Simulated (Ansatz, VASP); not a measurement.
## One calculation of SnO2, two programs

INCAR

```
ALGO = Normal
EDIFF = 1E-6
ENCUT = 520
GGA = RE
ISIF = 2
ISMEAR = -1
LASPH = T
LCHARG = F
LREAL = F
LWAVE = F
NBANDS = 35
NELM = 60
PREC = Accurate
SIGMA = 0.05
```

The input KPOINTS:

```
k-points
0
Gamma
  5 5 6
```

Contents of POSCAR:

```
SnO2
1.0
    4.7880040000      0.0000000000      0.0000000000
    0.0000000000      4.8665820000      0.0000000000
    0.0000000000      0.0000000000      3.2408980000
Sn O
2 4
Direct
    0.0000000000      0.0000000000      0.0000000000
    0.5000000000      0.5000000000      0.5000000000
    0.7081450000      0.6789580000      0.0000000000
    0.2081450000      0.8210420000      0.5000000000
    0.7918550000      0.1789580000      0.5000000000
    0.2918550000      0.3210420000      0.0000000000
```

Contents of input.yaml:

```yaml
crystal:
  lattice:
    - [4.788004, 0.0, 0.0]
    - [0.0, 4.866582, 0.0]
    - [0.0, 0.0, 3.240898]
  atoms:
    - { symbol: Sn, position: [0.0, 0.0, 0.0] }
    - { symbol: Sn, position: [0.5, 0.5, 0.5] }
    - { symbol: O, position: [0.708145, 0.678958, 0.0] }
    - { symbol: O, position: [0.208145, 0.821042, 0.5] }
    - { symbol: O, position: [0.791855, 0.178958, 0.5] }
    - { symbol: O, position: [0.291855, 0.321042, 0.0] }
hamiltonian:
  xc: revpbe
  pseudopotentials: { kind: paw }
kpoints:
  mp_grid: { grid: [5, 5, 6] }
  band_path:
    path:
      - [[0.0, 0.0, 0.0], [0.0, 0.0, 0.5], [0.5, 0.0, 0.5], [0.5, 0.0, 0.0], [0.0, 0.0, 0.0], [0.0, 0.5, 0.0], [0.0, 0.5, 0.5], [0.5, 0.5, 0.5], [0.5, 0.5, 0.0], [0.0, 0.5, 0.0]]
      - [[0.5, 0.0, 0.0], [0.5, 0.5, 0.0]]
      - [[0.0, 0.5, 0.5], [0.0, 0.0, 0.5]]
      - [[0.5, 0.0, 0.5], [0.5, 0.5, 0.5]]
    npoints: 14
scf:
  occupations: { method: fermi_dirac, width: 0.05 }
  n_extra_bands: 15
output:
  forces: true
  stress: true
  eigenvalues: true
  fatbands: false
```

Alike in both runs: functional revPBE; k mesh 5 × 5 × 6; occupations fermi-dirac, width 0.05 eV; no spin polarisation.

```csv
,VASP,Ansatz
version,VASP 6.6.1,Ansatz 0.2.0
potentials or method,"VASP PAW PBE potentials, release 64 (Sn_d, O)",Ansatz PAW
plane-wave cutoff (eV),520,420
valence electrons in the cell,52,52
task,single point,band structure
```

|  | VASP | Ansatz | Ansatz less VASP |
| --- | --- | --- | --- |
| gap on the k mesh at the Fermi level (eV) | 0.85 | 0.86 | +0.012 |
| least direct gap on the mesh (eV) | 0.85 | 0.86 | +0.012 |
| pressure (GPa) | 2.9 | 2.3 | -0.58 |
| traceless stress, the component that is largest in VASP (GPa) | -0.12 | -0.01 | +0.104 |
| rms of the force components (eV/Å) | 0.029 | 0.029 | +0.0001 |

VASP's potentials were made for PBE, not for revPBE. Atom by atom the forces differ by 0.008 eV/Å (rms over components).
